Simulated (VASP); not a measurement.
# PbS (rocksalt type) (Fm-3m) in VASP: further runs, part 2 of 2

VASP 6.6.1. Earlier steps stand in the parts before.

### 3 Single point, r2SCAN

This run uses another cell than the first one, of 26.65 Å³/atom.

The input, POSCAR:

```
PbS
1.0
    0.0000000000      2.9870575087      2.9870575087
    2.9870575087      0.0000000000      2.9870575087
    2.9870575087      2.9870575087      0.0000000000
Pb S
1 1
Direct
    0.0000000000      0.0000000000      0.0000000000
    0.5000000000      0.5000000000      0.5000000000
```

The input, INCAR.step1:

```
SYSTEM = PbS
PREC = Accurate
ENCUT = 520
ISMEAR = -1
SIGMA = 0.05
LREAL = .FALSE.
LASPH = .TRUE.
NELM = 100
NBANDS = 17
GGA = PE
ALGO = Normal
EDIFF = 1E-4
LWAVE = .TRUE.
LCHARG = .FALSE.
```

The input, INCAR.step2:

```
SYSTEM = PbS
PREC = Accurate
ENCUT = 520
EDIFF = 1E-6
ISMEAR = -1
SIGMA = 0.05
LREAL = .FALSE.
LASPH = .TRUE.
NELM = 100
ALGO = Normal
ISIF = 2
LWAVE = .FALSE.
LCHARG = .FALSE.
METAGGA = R2SCAN
LMIXTAU = .TRUE.
NBANDS = 17
ISTART = 1
```

The input, KPOINTS:

```
Automatic mesh
0
G
  12 12 12
  0 0 0
```

Potentials or basis: VASP PAW PBE potentials, release 64 (Pb_d, S).

Launch:

```bash
$ cat potpaw_PBE.64/Pb_d/POTCAR potpaw_PBE.64/S/POTCAR > POTCAR
$ cp INCAR.step1 INCAR
$ mpirun -np 1 vasp_std > vasp.out
$ cp INCAR.step2 INCAR
$ mpirun -np 1 vasp_std > vasp.out
```

It took 5.1 min on 1 thread of Intel Xeon 8259CL, shared host; peak memory 0.23 GiB.

The run converged. Its results:

| Property | Result |
| --- | --- |
| Free energy | -65.6119 eV |
| Pressure | 0.0 GPa |
| Band gap on the k mesh | 0.70 eV |

Levels at points of the mesh, in eV from the valence-band top:
```tsv
k point	band 7	band 8	band 9	band 10	band 11	band 12	band 13	band 14
(0.00, 0.00, 0.00)	-6.13	-2.20	-2.20	-2.20	5.51	5.51	5.51	7.21
(0.50, 0.00, 0.00)	-8.96	-1.81	-1.81	0.00	0.70	2.25	2.25	9.16
(0.50, 0.50, 0.00)	-7.31	-5.18	-3.45	-3.45	4.26	5.95	6.02	6.02
```

Caveat: the PAW data sets were made with another functional, which shifts forces and pressure a little; spin-orbit coupling is left out, which moves the levels of the heavy elements. A k mesh can miss the band edges.

### 4 Single point, r2SCAN (26.65 Å³/atom)

This run uses another cell than the first one, of 26.65 Å³/atom.

The input, POSCAR:

```
PbS
1.0
    0.0000000000      2.9870575086      2.9870575086
    2.9870575086      0.0000000000      2.9870575086
    2.9870575086      2.9870575086      0.0000000000
Pb S
1 1
Direct
    0.0000000000      0.0000000000      0.0000000000
    0.5000000000      0.5000000000      0.5000000000
```

The input, INCAR.step1:

```
ALGO = Normal ; EDIFF = 1E-4
ENCUT = 520 ; GGA = PE
ISMEAR = -1 ; LASPH = T
LCHARG = F ; LREAL = F
LWAVE = T ; NBANDS = 17
NELM = 60 ; PREC = Accurate
SIGMA = 0.05
```

The input, INCAR.step2:

```
ALGO = Normal ; EDIFF = 1E-7
ENCUT = 520 ; ISIF = 2
ISMEAR = -1 ; ISTART = 1
LASPH = T ; LCHARG = F
LMIXTAU = T ; LREAL = F
LWAVE = F ; METAGGA = R2SCAN
NBANDS = 17 ; NELM = 60
PREC = Accurate ; SIGMA = 0.05
```

The input, KPOINTS:

```
k-points
0
Gamma
  12 12 12
```

Potentials or basis: VASP PAW PBE potentials, release 64 (Pb_d, S).

Launch:

```bash
$ cat potpaw_PBE.64/Pb_d/POTCAR potpaw_PBE.64/S/POTCAR > POTCAR
$ cp INCAR.step1 INCAR
$ mpirun -np 1 vasp_std > vasp.out
$ cp INCAR.step2 INCAR
$ mpirun -np 1 vasp_std > vasp.out
```

OUTCAR:

```text
EDIFF = 1E-7
   ENCUT = 520
   ISIF = 2
   ISMEAR = -1
   ISTART = 1
   LASPH = T
   LREAL = F
   METAGGA = R2SCAN
   NELM = 60
   PREC = Accurate

 ion  position               nearest neighbor table
   1  0.000  0.000  0.000-   2 2.99   2 2.99   2 2.99   2 2.99   2 2.99   2 2.99
   2  0.500  0.500  0.500-   1 2.99   1 2.99   1 2.99   1 2.99   1 2.99   1 2.99

  LATTYP: Found a face centered cubic cell.
 ALAT       =     5.9741150172

  Lattice vectors:

[... 667 lines left out ...]

  FORCE on cell =-STRESS in cart. coord.  units (eV):
  Direction    XX          YY          ZZ          XY          YZ          ZX
  --------------------------------------------------------------------------------------
  -------------------------------------------------------------------------------------
  Total       -0.0023758     -0.0023758     -0.0023758     -0.0000000      0.0000000     -0.0000000
  in kB       -0.0714112     -0.0714112     -0.0714112     -0.0000000      0.0000000     -0.0000000
  external PRESSURE =      -0.0714112 kB  Pullay stress =       0.0000000 kB

 VOLUME and BASIS-vectors are now :
 -----------------------------------------------------------------------------
  energy-cutoff  :      520.00
  volume of cell :       53.30
      direct lattice vectors                 reciprocal lattice vectors
     0.000000000  2.987057509  2.987057509    -0.167388809  0.167388809  0.167388809
     2.987057509  0.000000000  2.987057509     0.167388809 -0.167388809  0.167388809
     2.987057509  2.987057509  0.000000000     0.167388809  0.167388809 -0.167388809

 POSITION                                       TOTAL-FORCE (eV/Angst)
 -----------------------------------------------------------------------------------
      0.00000      0.00000      0.00000         0.000000      0.000000      0.000000
      2.98706      2.98706      2.98706         0.000000     -0.000000     -0.000000
 -----------------------------------------------------------------------------------
    total drift:                                0.000000     -0.000000     -0.000000

  FREE ENERGIE OF THE ION-ELECTRON SYSTEM (eV)
  ---------------------------------------------------
  free  energy   TOTEN  =       -65.6118505380 eV

  energy  without entropy=      -65.6118471344  energy(sigma->0) =      -65.61184884
```

OUTCAR.step1:

```text
EDIFF = 1E-4
   ENCUT = 520
   GGA = PE
   ISMEAR = -1
   LASPH = T
   LREAL = F
[... 698 lines left out ...]
 -----------------------------------------------------------------------------------
      0.00000      0.00000      0.00000         0.000000     -0.000000      0.000000
      2.98706      2.98706      2.98706        -0.000000      0.000000     -0.000000
 -----------------------------------------------------------------------------------
    total drift:                                0.000000     -0.000000     -0.000000

  FREE ENERGIE OF THE ION-ELECTRON SYSTEM (eV)
  ---------------------------------------------------
  free  energy   TOTEN  =        -8.7666765681 eV

  energy  without entropy=       -8.7666457096  energy(sigma->0) =       -8.76666114
```

Wall time 4.6 min (1 thread of Intel Xeon 8259CL, shared host); peak memory 0.23 GiB.

What came out:

```yaml
Free_energy: -65.6119 eV
Pressure: 0.0 GPa
Band_gap_on_the_k_mesh: 0.70 eV
```

Caveat: the PAW data sets were made with another functional, which shifts forces and pressure a little; spin-orbit coupling is left out, which moves the levels of the heavy elements.

### 5 Relaxation of cell and atoms, r2SCAN

This run uses another cell than the first one, of 19.54 Å³/atom.

The input, POSCAR:

```
PbS
1.0
    0.0000000000      2.6934405028      2.6934405028
    2.6934405028      0.0000000000      2.6934405028
    2.6934405028      2.6934405028      0.0000000000
Pb S
1 1
Direct
    0.0000000000      0.0000000000      0.0000000000
    0.5000000000      0.5000000000      0.5000000000
```

The input, INCAR.step1:

```
SYSTEM = PbS
ALGO = Normal
EDIFF = 1E-4
ENCUT = 600
GGA = PE
ISMEAR = -1
LASPH = .TRUE.
LCHARG = .FALSE.
LREAL = .FALSE.
LWAVE = .TRUE.
NELM = 80
PREC = Accurate
SIGMA = 0.05
```

The input, INCAR.step2:

```
SYSTEM = PbS
ALGO = Normal
EDIFF = 1E-6
EDIFFG = -0.005
ENCUT = 600
IBRION = 2
ISIF = 3
ISMEAR = -1
ISTART = 1
LASPH = .TRUE.
LCHARG = .FALSE.
LMIXTAU = .TRUE.
LREAL = .FALSE.
LWAVE = .FALSE.
METAGGA = R2SCAN
NELM = 80
NSW = 60
PREC = Accurate
SIGMA = 0.05
```

The input, KPOINTS:

```
k-points
0
G
  12 12 12
  0 0 0
```

Launch:

```bash
$ cat potpaw_PBE.64/Pb_d/POTCAR potpaw_PBE.64/S/POTCAR > POTCAR
$ cp INCAR.step1 INCAR
$ mpirun -np 1 vasp_std > vasp.out
$ cp INCAR.step2 INCAR
$ mpirun -np 1 vasp_std > vasp.out
```

Run time: 38 min. Hardware: 1 thread of Intel Xeon 8259CL, shared host; peak memory 0.22 GiB.

The run converged. Its results:

```yaml
Free_energy: -65.6066 eV
Relaxed_volume: 26.65 Å³/atom
Relaxed_cell: a = 4.224 Å, b = 4.224 Å, c = 4.224 Å, α = 60.00°, β = 60.00°, γ = 60.00°
Space_group_after_relaxing_to_0.1_Å: Fm-3m (No. 225)
Energy_gained_by_relaxing: 584.5 meV/atom
Ionic_steps: 19
Pressure_after_relaxing: 0.0 GPa
Band_gap_on_the_k_mesh: 0.70 eV
```

The path:
| step | energy change (eV) | largest force (eV/Å) | pressure (GPa) | volume (Å³) |
| --- | --- | --- | --- | --- |
| 1 | 0.0000 | 0.0000 | 34.40 | 39.08 |
| 2 | -0.6990 | 0.0000 | -8.29 | 67.94 |
| 3 | -1.1689 | 0.0000 | -0.16 | 53.46 |
| 4 | -1.1689 | 0.0000 | 0.17 | 53.14 |
| 5 | -1.1689 | 0.0000 | 0.18 | 53.14 |
| 6 | -1.1689 | 0.0000 | 0.20 | 53.15 |
| 7 | -1.1689 | 0.0000 | 0.17 | 53.15 |
| 8 | -1.1689 | 0.0000 | 0.17 | 53.15 |
| 9 | -1.1689 | 0.0000 | 0.17 | 53.15 |
| 10 | -1.1689 | 0.0000 | 0.17 | 53.15 |
| 11 | -1.1689 | 0.0000 | 0.17 | 53.15 |
| 12 | -1.1689 | 0.0000 | 0.17 | 53.15 |
| 13 | -1.1689 | 0.0000 | 0.18 | 53.15 |
| 14 | -1.1689 | 0.0000 | 0.18 | 53.15 |
| 15 | -1.1689 | 0.0000 | 0.16 | 53.16 |
| 16 | -1.1689 | 0.0000 | 0.16 | 53.17 |
| 17 | -1.1689 | 0.0000 | 0.14 | 53.19 |
| 18 | -1.1690 | 0.0000 | 0.12 | 53.23 |
| 19 | -1.1690 | 0.0000 | -0.01 | 53.31 |

Final structure:
```
Pb S
1.0
     0.00000    2.98713    2.98713
     2.98713    0.00000    2.98713
     2.98713    2.98713    0.00000
Pb S
1 1
Direct
  0.00000 0.00000 0.00000
  0.50000 0.50000 0.50000
```

Levels at points of the mesh, in eV from the valence-band top:
```csv
k point,band 6,band 7,band 8,band 9,band 10,band 11,band 12,band 13,band 14
"(0.00, 0.00, 0.00)",-14.00,-6.13,-2.20,-2.20,-2.20,5.51,5.51,5.51,7.21
"(0.50, 0.00, 0.00)",-12.80,-8.96,-1.81,-1.81,0.00,0.70,2.25,2.25,9.16
"(0.50, 0.50, 0.00)",-12.37,-7.31,-5.18,-3.45,-3.45,4.26,5.95,6.02,6.02
```

Caveat: the volume moved by over 15 % at a fixed basis, so the end points are rough; the PAW data sets were made with another functional, which shifts forces and pressure a little; spin-orbit coupling is left out, which moves the levels of the heavy elements.

### 6 Summary

| task | cell | cutoff (eV) | gap on the mesh (eV) | pressure (GPa) |
| --- | --- | --- | --- | --- |
| single point | a = 4.138 Å, angles 60.0°, 2 atoms | 520 | 0.45 | 4.1 |
| single point | a = 4.224 Å, angles 60.0°, 2 atoms | 520 | 0.70 | 0.0 |
| relaxation of cell and atoms | relaxed from a = 3.809 Å, angles 60.0°, 2 atoms | 600 | 0.70 | 0.0 |

Alike in all rows: level r2SCAN; potentials or basis VASP PAW PBE potentials, release 64 (Pb_d, S); no spin polarisation; k mesh 12 × 12 × 12; smearing fermi-dirac 0.05 eV.

Caveats: the PAW data sets were made with another functional, which shifts forces and pressure a little; spin-orbit coupling is left out, which moves the levels of the heavy elements; the cell stands under pressure (at least some runs); the volume moved by over 15 % at a fixed basis, so the end points are rough (at least some runs).

Total energies depend on the potentials used, so only differences within one code and one set of settings carry meaning.
